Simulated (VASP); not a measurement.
Here is a VASP 6.6.1 calculation.

The input INCAR:

```
SYSTEM = TiB4
PREC = Accurate
ENCUT = 520
EDIFF = 1E-7
ISMEAR = 0
SIGMA = 0.1
LREAL = .FALSE.
LASPH = .TRUE.
NELM = 80
ALGO = Normal
ISIF = 2
LWAVE = .FALSE.
LCHARG = .FALSE.
GGA = PE
NBANDS = 20
```

The input KPOINTS:

```
Automatic mesh
0
G
  6 6 6
  0 0 0
```

Contents of POSCAR:

```
TiB4
1.0
    3.5842289600      0.0000000000      0.0000000000
    0.0000000000      3.5842289600      0.0000000000
    0.0000000000      0.0000000000      3.4038658500
Ti B
1 4
Direct
    0.0000000000      0.0000000000      0.5000000000
    0.2410571200      0.5000000000      0.0000000000
    0.7589428800      0.5000000000      0.0000000000
    0.5000000000      0.2410571200      0.0000000000
    0.5000000000      0.7589428800      0.0000000000
```

Potentials or basis: VASP PAW PBE potentials, release 64 (Ti_sv, B).

Command:

```sh
$ cat potpaw_PBE.64/Ti_sv/POTCAR potpaw_PBE.64/B/POTCAR > POTCAR
$ mpirun -np 1 vasp_std > vasp.out
```

(1) What does it give for the largest force?

(2) Predict the pressure.

(3) Estimate the band gap on the k mesh.

Answers

(1) 19.362 eV/Å.

(2) 72.6 GPa.

(3) zero (band 12 reaches 8.81 eV, above the bottom of band 13 at 7.02 eV).

Caveat: forces of over 1 eV/Å act on the atoms, so gaps and moduli don't describe the material at rest.
